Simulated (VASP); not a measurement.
Here is a VASP 6.6.1 calculation.

Contents of INCAR:

```
SYSTEM = LiNbO3
PREC = Accurate
ENCUT = 520
EDIFF = 1E-7
ISMEAR = 0
SIGMA = 0.05
LREAL = .FALSE.
LASPH = .TRUE.
NELM = 80
ALGO = Normal
ISIF = 2
LWAVE = .FALSE.
LCHARG = .FALSE.
GGA = PE
NBANDS = 45
```

KPOINTS

```
Automatic mesh
0
G
  6 6 6
  0 0 0
```

File POSCAR:

```
LiNbO3
1.0
    2.5672951323      1.4822285357      4.8497916579
   -2.5672951323      1.4822285357      4.8497916579
    0.0000000000     -2.9644570714      4.8497916579
Li Nb O
2 2 6
Direct
    0.2815913687      0.2815913687      0.2815913687
    0.7815913687      0.7815913687      0.7815913687
    0.0004900497      0.0004900497      0.0004900497
    0.5004900497      0.5004900497      0.5004900497
    0.1104619503      0.3580262714      0.7211003599
    0.7211003599      0.1104619503      0.3580262714
    0.3580262714      0.7211003599      0.1104619503
    0.2211003599      0.8580262714      0.6104619503
    0.8580262714      0.6104619503      0.2211003599
    0.6104619503      0.2211003599      0.8580262714
```

Potentials or basis: VASP PAW PBE potentials, release 64 (Li_sv, Nb_sv, O).

Run with:

```sh
$ cat potpaw_PBE.64/Li_sv/POTCAR potpaw_PBE.64/Nb_sv/POTCAR potpaw_PBE.64/O/POTCAR > POTCAR
$ mpirun -np 1 vasp_std > vasp.out
```

(1) Predict the band gap on the k mesh.

(2) Predict the largest force.

Results:

(1) 3.47 eV, indirect (least direct gap 3.48 eV).

(2) 0.098 eV/Å.
